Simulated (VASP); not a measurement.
# SiAs4 (P-43m) in VASP: further runs, part 2 of 2

VASP 6.6.1. The steps go on from the part before.

## Step 3: Single point, PBE

This run uses another cell than the first one, of 24.16 Å³/atom, 1.098 times its volume.

INCAR

```
SYSTEM = SiAs4
  PREC = Accurate
  ENCUT = 520
  EDIFF = 1E-6
  ISMEAR = 0
  SIGMA = 0.1
  LREAL = .FALSE.
  LASPH = .TRUE.
  NELM = 60
  ALGO = Normal
  ISIF = 2
  LWAVE = .FALSE.
  LCHARG = .TRUE.
  GGA = PE
  LELF = .TRUE.
  LVHAR = .TRUE.
  NBANDS = 20
```

KPOINTS

```
Automatic mesh
0
G
  4 4 4
  0 0 0
```

POSCAR

```
SiAs4
1.0
    4.9434665000      0.0000000000      0.0000000000
    0.0000000000      4.9434665000      0.0000000000
    0.0000000000      0.0000000000      4.9434665000
Si As
1 4
Direct
    0.0000000000      0.0000000000      0.0000000000
    0.2500000000      0.2500000000      0.2500000000
    0.7500000000      0.7500000000      0.2500000000
    0.2500000000      0.7500000000      0.7500000000
    0.7500000000      0.2500000000      0.7500000000
```

Potentials or basis: VASP PAW PBE potentials, release 64 (Si, As).

Command:

```
cat potpaw_PBE.64/Si/POTCAR potpaw_PBE.64/As/POTCAR > POTCAR
mpirun -np 1 vasp_std > vasp.out
```

OUTCAR:

```text
SYSTEM = SiAs4
   PREC = Accurate
   ENCUT = 520
   EDIFF = 1E-6
   ISMEAR = 0
   LREAL = .FALSE.
   LASPH = .TRUE.
   NELM = 60
   ISIF = 2
   GGA = PE

 ion  position               nearest neighbor table
   1  0.000  0.000  0.000-   2 2.14   3 2.14   4 2.14   5 2.14
   2  0.250  0.250  0.250-   1 2.14
   3  0.750  0.750  0.250-   1 2.14
   4  0.250  0.750  0.750-   1 2.14
   5  0.750  0.250  0.750-   1 2.14

  LATTYP: Found a simple cubic cell.
 ALAT       =     4.9434665000

  Lattice vectors:

 A1 = (   4.9434665000,   0.0000000000,   0.0000000000)
 A2 = (   0.0000000000,   4.9434665000,   0.0000000000)
 A3 = (   0.0000000000,   0.0000000000,   4.9434665000)

Analysis of symmetry for initial positions (statically):
=====================================================================
 Subroutine PRICEL returns:
 Original cell was already a primitive cell.

 Routine SETGRP: Setting up the symmetry group for a
 simple cubic supercell.

 Subroutine GETGRP returns: Found 24 space group operations
 (whereof 24 operations were pure point group operations)
 out of a pool of 48 trial point group operations.

The static configuration has the point symmetry T_d .

Analysis of symmetry for dynamics (positions and initial velocities):
=====================================================================
 Subroutine PRICEL returns:
 Original cell was already a primitive cell.

 Routine SETGRP: Setting up the symmetry group for a
 simple cubic supercell.

 Subroutine GETGRP returns: Found 24 space group operations
 (whereof 24 operations were pure point group operations)
 out of a pool of 48 trial point group operations.

The dynamic configuration has the point symmetry T_d .

 Subroutine INISYM returns: Found 24 space group operations
 (whereof 24 operations are pure point group operations),
 and found     1 'primitive' translations

----------------------------------------------------------------------------------------

                                     Primitive cell

  volume of cell :     120.8077

  direct lattice vectors                    reciprocal lattice vectors
     4.943466500  0.000000000  0.000000000     0.202287201  0.000000000  0.000000000
     0.000000000  4.943466500  0.000000000     0.000000000  0.202287201  0.000000000
     0.000000000  0.000000000  4.943466500     0.000000000  0.000000000  0.202287201

  length of vectors
     4.943466500  4.943466500  4.943466500     0.202287201  0.202287201  0.202287201

  position of ions in fractional coordinates (direct lattice)
     0.000000000  0.000000000  0.000000000
     0.250000000  0.250000000  0.250000000
     0.750000000  0.750000000  0.250000000
     0.250000000  0.750000000  0.750000000
     0.750000000  0.250000000  0.750000000

  ion indices of the primitive-cell ions
   primitive index   ion index
                 1           1
                 2           2
                 3           3
                 4           4
                 5           5

----------------------------------------------------------------------------------------

[... 23 lines left out ...]

 Following reciprocal coordinates:
            Coordinates               Weight
  0.000000  0.000000  0.000000      1.000000
  0.250000  0.000000  0.000000      6.000000
  0.500000  0.000000  0.000000      3.000000
  0.250000  0.250000  0.000000     12.000000
  0.500000  0.250000  0.000000     12.000000
  0.500000  0.500000  0.000000      3.000000
  0.250000  0.250000  0.250000      8.000000
  0.500000  0.250000  0.250000     12.000000
  0.500000  0.500000  0.250000      6.000000
  0.500000  0.500000  0.500000      1.000000
   k-points           NKPTS =     10   k-points in BZ     NKDIM =     10   number of bands    NBANDS=     20
   number of dos      NEDOS =    301   number of ions     NIONS =      5
   total plane-waves  NPLWV =  64000
   dimension x,y,z NGX =    40 NGY =   40 NGZ =   40
   dimension x,y,z NGXF=    80 NGYF=   80 NGZF=   80
   ions per type =               1   4
   NGX,Y,Z   is equivalent  to a cutoff of  13.45, 13.45, 13.45 a.u.
   NGXF,Y,Z  is equivalent  to a cutoff of  26.90, 26.90, 26.90 a.u.
 SYSTEM =  SiAs4
   PREC   = accura    normal or accurate (medium, high low for compatibility)
   ISTART =      0    job   : 0-new  1-cont  2-samecut
   ICHARG =      2    charge: 1-file 2-atom 10-const
   ISPIN  =      1    spin polarized calculation?
   LNONCOLLINEAR =      F non collinear calculations
   LSORBIT =      F    spin-orbit coupling
   LASPH  =      T    aspherical Exc in radial PAW
   ENCUT  =  520.0 eV  38.22 Ry    6.18 a.u.   9.19  9.19  9.19*2*pi/ulx,y,z
   NELM   =     60;   NELMIN=  2; NELMDL= -5     # of ELM steps
   EDIFF  = 0.1E-05   stopping-criterion for ELM
   LREAL  =      F    real-space projection
   EDIFFG = 0.1E-04   stopping-criterion for IOM
   NSW    =      0    number of steps for IOM
   IBRION =     -1    ionic relax: 0-MD 1-quasi-New 2-CG
   NFREE  =      0    steps in history (QN), initial steepest desc. (CG)
   ISIF   =      2    stress and relaxation
   ISYM   =      2    0-nonsym 1-usesym 2-fastsym
   POTIM  = 0.5000    time-step for ionic-motion
   TEBEG  =    0.0;   TEEND  =   0.0 temperature during run
   PSTRESS=    0.0 pullay stress
   NELECT =      24.0000    total number of electrons
   NUPDOWN=      -1.0000    fix difference up-down
   EMIN   =  10.00;   EMAX   =-10.00  energy-range for DOS
   EFERMI =   0.00;   METHOD = LEGACY
   ISMEAR =     0;   SIGMA  =   0.10  broadening in eV -4-tet -1-fermi 0-gaus
   EFERMI_NEDOS =   21; number of points for ismear=-14 and -15
   IALGO  =     38    algorithm
   IMIX   =      4    mixing-type and parameters
     AMIX     =   0.40;   BMIX     =  1.00
     AMIX_MAG =   1.60;   BMIX_MAG =  1.00
  volume/ion in A,a.u.               =      24.16       163.05
  Fermi-wavevector in a.u.,A,eV,Ry     =   0.955243  1.805147 12.415157  0.912488
  Thomas-Fermi vector in A             =   2.084062
   LORBIT       =      0    0 simple, 1 ext, 2 COOP (PROOUT), +10 PAW based schemes
   GGA     = PE    functional components
   LHFCALC =     F    Hartree Fock is set to
   AEXX    =    0.0000 exact exchange contribution
   IVDW    =     0    specifies the selected vdW correction
   LEPSILON=     F    determine dielectric tensor
   LRPA    =     F    only Hartree local field effects (RPA)
 non-spin polarized calculation
 Gauss-broadening in eV      SIGMA  =   0.10
  energy-cutoff  :      520.00
  volume of cell :      120.81
 maximum number of plane-waves:      3294
 NGX is ok and might be reduce to    40
   NGX = 19   NGY = 19   NGZ = 19

 number of electron      23.9999993 magnetization

 Free energy of the ion-electron system (eV)
  ---------------------------------------------------
  ext. energy  EPLUGINS =         0.00000000
  ---------------------------------------------------
  free energy    TOTEN  =       -19.56354449 eV

  energy without entropy =      -19.54207024  energy(sigma->0) =      -19.55280737

 E-fermi :   3.6590     XC(G=0):  -9.3367

 val. band max:        3.6558536448   @ k =   0.2500   0.2500   0.0000
 cond. band min:       3.7389954346   @ k =   0.2500   0.0000   0.0000
 fundamental gap:      0.0831417898
 Fermi energy:         3.6589705302

 k-point     1 :       0.0000    0.0000    0.0000
  band No.  band energies     occupation
      1      -9.9023      2.00000
      2      -6.3385      2.00000
      3      -6.3385      2.00000
      4      -6.3385      2.00000
      5      -3.1034      2.00000
      6      -0.0021      2.00000
[... 219 lines left out ...]
     19       9.3819      0.00000
     20       9.3819      0.00000

------------------------ aborting loop because EDIFF is reached ----------------------------------------

  FORCE on cell =-STRESS in cart. coord.  units (eV):
  Direction    XX          YY          ZZ          XY          YZ          ZX
  --------------------------------------------------------------------------------------
  -------------------------------------------------------------------------------------
  Total        5.7319703      5.7319703      5.7319703     -0.0000000      0.0000000      0.0000000
  in kB       76.0185759     76.0185759     76.0185759     -0.0000000      0.0000000      0.0000000
  external PRESSURE =      76.0185759 kB  Pullay stress =       0.0000000 kB

 VOLUME and BASIS-vectors are now :
 -----------------------------------------------------------------------------
  energy-cutoff  :      520.00
  volume of cell :      120.81
      direct lattice vectors                 reciprocal lattice vectors
     4.943466500  0.000000000  0.000000000     0.202287201  0.000000000  0.000000000
     0.000000000  4.943466500  0.000000000     0.000000000  0.202287201  0.000000000
     0.000000000  0.000000000  4.943466500     0.000000000  0.000000000  0.202287201

 POSITION                                       TOTAL-FORCE (eV/Angst)
 -----------------------------------------------------------------------------------
      0.00000      0.00000      0.00000        -0.000000      0.000000      0.000000
      1.23587      1.23587      1.23587         1.952031      1.952031      1.952031
      3.70760      3.70760      1.23587        -1.952031     -1.952031      1.952031
      1.23587      3.70760      3.70760         1.952031     -1.952031     -1.952031
      3.70760      1.23587      3.70760        -1.952031      1.952031     -1.952031
 -----------------------------------------------------------------------------------
    total drift:                                0.000000     -0.000000     -0.000000

  FREE ENERGIE OF THE ION-ELECTRON SYSTEM (eV)
  ---------------------------------------------------
  free  energy   TOTEN  =       -19.5635444940 eV

  energy  without entropy=      -19.5420702362  energy(sigma->0) =      -19.55280737
```

It took 16 s on 1 thread of Intel Xeon 6975P-C (Granite Rapids), shared host; peak memory 0.23 GiB.

Results:

- Free energy: -19.5635 eV
- Pressure: 7.6 GPa
- Band gap on the k mesh: zero (band 12 reaches 5.06 eV, above the bottom of band 13 at 3.52 eV)

Levels at points of the mesh, in eV from the Fermi level:
| k point | band 9 | band 10 | band 11 | band 12 | band 13 | band 14 | band 15 | band 16 |
| --- | --- | --- | --- | --- | --- | --- | --- | --- |
| (0.00, 0.00, 0.00) | -2.22 | -2.22 | 0.22 | 0.22 | 0.22 | 1.91 | 1.91 | 1.91 |
| (0.50, 0.00, 0.00) | -2.60 | -1.97 | -1.27 | -1.01 | 0.34 | 0.34 | 1.00 | 1.00 |
| (0.50, 0.50, 0.00) | -2.17 | -2.17 | -1.88 | -0.93 | 0.77 | 0.77 | 1.22 | 2.01 |
| (0.50, 0.50, 0.50) | -0.08 | -0.08 | -0.08 | 1.41 | 1.41 | 2.02 | 2.02 | 2.02 |

## Step 4: Relaxation of cell and atoms, PBE

This run uses another cell than the first one, of 24.16 Å³/atom, 1.098 times its volume.

INCAR

```
ALGO = Normal ; EDIFF = 1E-6
EDIFFG = -0.04 ; ENCUT = 600
GGA = PE ; IBRION = 2
ISIF = 3 ; ISMEAR = 0
LASPH = True ; LCHARG = False
LREAL = False ; LWAVE = False
NELM = 60 ; NSW = 90
PREC = Accurate ; SIGMA = 0.1
```

KPOINTS

```
k-points
0
Gamma
  4 4 4
```

POSCAR is that of step 3.

Command:

```
cat potpaw_PBE.64/Si/POTCAR potpaw_PBE.64/As/POTCAR > POTCAR
mpirun -np 1 vasp_std > vasp.out
```

It took 88 s on 1 thread of Intel Xeon 6975P-C (Granite Rapids), shared host; peak memory 0.25 GiB.

It converged, with:

```yaml
Free_energy: -21.0348 eV
Relaxed_volume: 21.92 Å³/atom
Relaxed_cell: a = 4.786 Å, b = 4.786 Å, c = 4.786 Å, α = 90.00°, β = 90.00°, γ = 90.00°
Space_group_after_relaxing_to_0.05_Å: P-43m (No. 215)
Energy_gained_by_relaxing: 294.2 meV/atom
Ionic_steps: 11
Pressure_after_relaxing: -0.1 GPa
Band_gap_on_the_k_mesh: zero (band 12 reaches 6.41 eV, above the bottom of band 13 at 4.66 eV)
```

The path:
```tsv
step	energy change (eV)	largest force (eV/Å)	pressure (GPa)	volume (Å³)
1	0.0000	3.3806	7.60	120.81
2	-0.5545	0.3016	-7.65	141.98
3	-0.8492	0.6437	-3.56	132.96
4	-0.8496	0.6831	-3.40	132.69
5	-1.1185	0.6737	-2.62	125.12
6	-1.4189	0.4001	2.84	106.95
7	-1.4259	0.4360	1.86	109.20
8	-1.4683	0.0181	-0.70	110.81
9	-1.4691	0.0216	-0.39	110.58
10	-1.4691	0.0163	-0.42	110.60
11	-1.4711	0.0149	-0.06	109.62
```

Final structure:
```
Si As
1.0
     4.78593    0.00000    0.00000
     0.00000    4.78593    0.00000
     0.00000    0.00000    4.78593
Si As
1 4
Direct
  0.00000 0.00000 0.00000
  0.28532 0.28532 0.28532
  0.71468 0.71468 0.28532
  0.28532 0.71468 0.71468
  0.71468 0.28532 0.71468
```

Levels at points of the mesh, in eV from the Fermi level:
| k point | band 8 | band 9 | band 10 | band 11 | band 12 | band 13 | band 14 | band 15 |
| --- | --- | --- | --- | --- | --- | --- | --- | --- |
| (0.00, 0.00, 0.00) | -2.11 | -2.11 | -2.11 | 0.52 | 0.52 | 0.52 | 0.79 | 2.10 |
| (0.50, 0.00, 0.00) | -2.79 | -2.79 | -1.92 | -1.00 | -1.00 | 0.59 | 0.59 | 0.91 |
| (0.50, 0.50, 0.00) | -3.00 | -2.26 | -2.26 | -2.25 | -2.05 | 1.41 | 1.43 | 1.43 |
| (0.50, 0.50, 0.50) | -5.44 | 0.82 | 0.82 | 0.82 | 1.65 | 1.65 | 2.64 | 2.64 |

## Step 5: Single point, PBE

This run uses another cell than the first one, of 21.70 Å³/atom, 0.986 times its volume.

INCAR

```
SYSTEM = SiAs4
PREC     = Accurate       ! precision mode
ENCUT    = 520            ! plane-wave cutoff, eV
EDIFF    = 1E-6           ! SCF threshold, eV
ISMEAR   = 0              ! smearing method
SIGMA    = 0.1            ! smearing width, eV
LREAL    = .False.        ! projectors in reciprocal space
LASPH    = .True.         ! aspherical terms in the spheres
NELM     = 60             ! most SCF steps
ALGO     = Normal         ! electronic algorithm
ISIF     = 2              ! what is computed and relaxed
LWAVE    = .False.        ! write WAVECAR
LCHARG   = .True.         ! write CHGCAR
GGA      = PE             ! functional
LELF     = .True.         ! ELF
LVHAR    = .True.       
NBANDS   = 20             ! bands
```

KPOINTS

```
Automatic mesh
0
Gamma
  8 8 8
  0 0 0
```

POSCAR

```
SiAs4
1.0
    4.7692627546      0.0000000000      0.0000000000
    0.0000000000      4.7692627546      0.0000000000
    0.0000000000      0.0000000000      4.7692627546
Si As
1 4
Direct
    0.0000000000      0.0000000000      0.0000000000
    0.2851227841      0.2851227841      0.2851227841
    0.7148772159      0.7148772159      0.2851227841
    0.2851227841      0.7148772159      0.7148772159
    0.7148772159      0.2851227841      0.7148772159
```

Command:

```
cat potpaw_PBE.64/Si/POTCAR potpaw_PBE.64/As/POTCAR > POTCAR
mpirun -np 1 vasp_std > vasp.out
```

Wall time 21 s (1 thread of Intel Xeon 6975P-C (Granite Rapids), shared host); peak memory 0.23 GiB.

Results (log left out):

| Property | Result |
| --- | --- |
| Free energy | -21.1275 eV |
| Pressure | 0.1 GPa |
| Largest force | 0.032 eV/Å |
| Band gap on the k mesh | zero (band 12 reaches 6.53 eV, above the bottom of band 13 at 4.72 eV) |

Forces on the atoms (eV/Å):
```
Si   0.000  0.000  0.000
As   0.018  0.018  0.018
As  -0.018 -0.018  0.018
As   0.018 -0.018 -0.018
As  -0.018  0.018 -0.018
```

Levels at points of the mesh, in eV from the Fermi level:
```
           k point  band 10  band 11  band 12  band 13  band 14  band 15
(0.00, 0.00, 0.00)    -2.23     0.42     0.42     0.42     0.73     2.02
(0.50, 0.00, 0.00)    -2.06    -1.10    -1.09     0.50     0.50     0.81
(0.50, 0.50, 0.00)    -2.39    -2.38    -2.18     1.33     1.34     1.34
(0.50, 0.50, 0.50)     0.73     0.73     1.57     1.57     2.14     2.56
```

## Step 6: Relaxation of cell and atoms, PBE

INCAR

```
SYSTEM = SiAs4
PREC     = Accurate       ! precision mode
ENCUT    = 600            ! plane-wave cutoff, eV
EDIFF    = 1E-7           ! SCF threshold, eV
ISMEAR   = 0              ! smearing method
SIGMA    = 0.1            ! smearing width, eV
LREAL    = .FALSE.        ! projectors in reciprocal space
LASPH    = .TRUE.         ! aspherical terms in the spheres
NELM     = 60             ! most SCF steps
ALGO     = Normal         ! electronic algorithm
ISIF     = 3              ! what is computed and relaxed
LWAVE    = .FALSE.        ! write WAVECAR
LCHARG   = .FALSE.        ! write CHGCAR
GGA      = PE             ! functional
IBRION   = 2              ! ionic algorithm
NSW      = 100            ! ionic steps
EDIFFG   = -0.01          ! ionic threshold
```

KPOINTS

```
Automatic mesh
0
G
  8 8 8
  0 0 0
```

POSCAR

```
SiAs4
1.0
    4.7912541063      0.0000000000      0.0000000000
    0.0000000000      4.7912541063      0.0000000000
    0.0000000000      0.0000000000      4.7912541063
Si As
1 4
Direct
    0.0000000000      0.0000000000      0.0000000000
    0.2831855630      0.2831855630      0.2831855630
    0.7168144370      0.7168144370      0.2831855630
    0.2831855630      0.7168144370      0.7168144370
    0.7168144370      0.2831855630      0.7168144370
```

Potentials or basis: VASP PAW PBE potentials, release 64 (Si, As).

Command:

```
cat potpaw_PBE.64/Si/POTCAR potpaw_PBE.64/As/POTCAR > POTCAR
mpirun -np 1 vasp_std > vasp.out
```

Run time: 69 s. Hardware: 1 thread of Intel Xeon 6975P-C (Granite Rapids), shared host; peak memory 0.28 GiB.

The run converged. Its results:

```
Free energy                            : -21.1279 eV
Relaxed volume                         : 21.72 Å³/atom
Relaxed cell                           : a = 4.771 Å, b = 4.771 Å, c = 4.771 Å, α = 90.00°, β = 90.00°, γ = 90.00°
Space group after relaxing (to 0.05 Å) : P-43m (No. 215)
Energy gained by relaxing              : 1.3 meV/atom
Ionic steps                            : 4
Pressure after relaxing                : 0.0 GPa
Largest force after relaxing           : 0.010 eV/Å
Band gap on the k mesh                 : zero (band 12 reaches 6.51 eV, above the bottom of band 13 at 4.72 eV)
```

Forces in eV/Å, atoms in the order of the input:
```
Si   0.000  0.000  0.000
As   0.006  0.006  0.006
As  -0.006 -0.006  0.006
As   0.006 -0.006 -0.006
As  -0.006  0.006 -0.006
```

Step by step:
| step | energy change (eV) | largest force (eV/Å) | pressure (GPa) | volume (Å³) |
| --- | --- | --- | --- | --- |
| 1 | 0.0000 | 0.1153 | -0.41 | 109.99 |
| 2 | -0.0036 | 0.0990 | -0.01 | 109.09 |
| 3 | -0.0046 | 0.0845 | 0.32 | 108.38 |
| 4 | -0.0063 | 0.0100 | 0.02 | 108.61 |

Final structure:
```
Si As
1.0
     4.77118    0.00000    0.00000
     0.00000    4.77118    0.00000
     0.00000    0.00000    4.77118
Si As
1 4
Direct
  0.00000 0.00000 0.00000
  0.28539 0.28539 0.28539
  0.71461 0.71461 0.28539
  0.28539 0.71461 0.71461
  0.71461 0.28539 0.71461
```

Levels at points of the mesh, in eV from the Fermi level:
| k point | band 9 | band 10 | band 11 | band 12 | band 13 | band 14 | band 15 | band 16 |
| --- | --- | --- | --- | --- | --- | --- | --- | --- |
| (0.00, 0.00, 0.00) | -2.23 | -2.23 | 0.42 | 0.42 | 0.42 | 0.70 | 2.00 | 2.00 |
| (0.50, 0.00, 0.00) | -2.92 | -2.05 | -1.10 | -1.09 | 0.50 | 0.50 | 0.81 | 0.81 |
| (0.50, 0.50, 0.00) | -2.39 | -2.38 | -2.38 | -2.18 | 1.32 | 1.35 | 1.35 | 2.50 |
| (0.50, 0.50, 0.50) | 0.74 | 0.74 | 0.74 | 1.56 | 1.56 | 2.11 | 2.56 | 2.56 |

## Step 7: The runs side by side

```csv
task,cell,k mesh,cutoff (eV),gap on the mesh (eV),pressure (GPa),relaxed volume (Å³/atom),largest force (eV/Å)
single point,"a = 4.791 Å, 5 atoms",4 × 4 × 4,520,none,0.2,-,0.08
single point,"a = 4.943 Å, 5 atoms",4 × 4 × 4,520,none,7.6,-,-
relaxation of cell and atoms,"relaxed from a = 4.943 Å, 5 atoms",4 × 4 × 4,600,none,-0.1,21.92,-
single point,"a = 4.769 Å, 5 atoms",8 × 8 × 8,520,none,0.1,-,0.03
relaxation of cell and atoms,"relaxed from a = 4.791 Å, 5 atoms",8 × 8 × 8,600,none,0.0,21.72,0.01
```

Alike in all rows: level PBE; potentials or basis VASP PAW PBE potentials, release 64 (Si, As); no spin polarisation; smearing gaussian 0.1 eV.

Total energies depend on the potentials used, so only differences within one code and one set of settings carry meaning.
